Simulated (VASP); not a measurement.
Runs of VASP 6.6.1 on Rb. The structure is that of space group P6_3/mmc (No. 194), or close to it. The cells are those of the table. 

```tsv
task	cell	k mesh	cutoff (eV)	gap on the mesh (eV)	pressure (GPa)
single point	a = 5.120, b = 5.120, c = 8.429 Å, angles 90.0, 90.0, 120.0°, 2 atoms	7 × 7 × 4	520	none	0.0
single point	a = 5.120, b = 5.120, c = 8.429 Å, angles 90.0, 90.0, 120.0°, 2 atoms	8 × 8 × 5	520	none	0.0
single point	a = 5.187, b = 5.187, c = 8.540 Å, angles 90.0, 90.0, 120.0°, 2 atoms	8 × 8 × 5	520	none	-0.1
single point	a = 4.980, b = 4.980, c = 8.198 Å, angles 90.0, 90.0, 120.0°, 2 atoms	8 × 8 × 5	520	none	0.2
single point	a = 5.317, b = 5.317, c = 8.754 Å, angles 90.0, 90.0, 120.0°, 2 atoms	8 × 8 × 5	520	none	-0.2
single point	a = 5.253, b = 5.253, c = 8.648 Å, angles 90.0, 90.0, 120.0°, 2 atoms	8 × 8 × 5	520	none	-0.1
single point	a = 4.906, b = 4.906, c = 8.078 Å, angles 90.0, 90.0, 120.0°, 2 atoms	8 × 8 × 5	520	none	(a)
relaxation of cell and atoms	relaxed from a = 4.976, b = 4.976, c = 8.125 Å, angles 90.0, 90.0, 120.0°, 2 atoms	7 × 7 × 4	600	none	0.0
```

Alike in all rows: level BLYP; potentials or basis VASP PAW PBE potentials, release 64 (Rb_sv); no spin polarisation; smearing fermi-dirac 0.1 eV.

**Question.** Estimate the missing entries.

**Answer.** (a) 0.4.

Caveats: the PAW data sets were made with another functional, which shifts forces and pressure a little.

A k mesh can miss the band edges, and the runs leave out spin-orbit coupling on Rb.

A gap of «none» marks levels without a gap at the run's occupations.
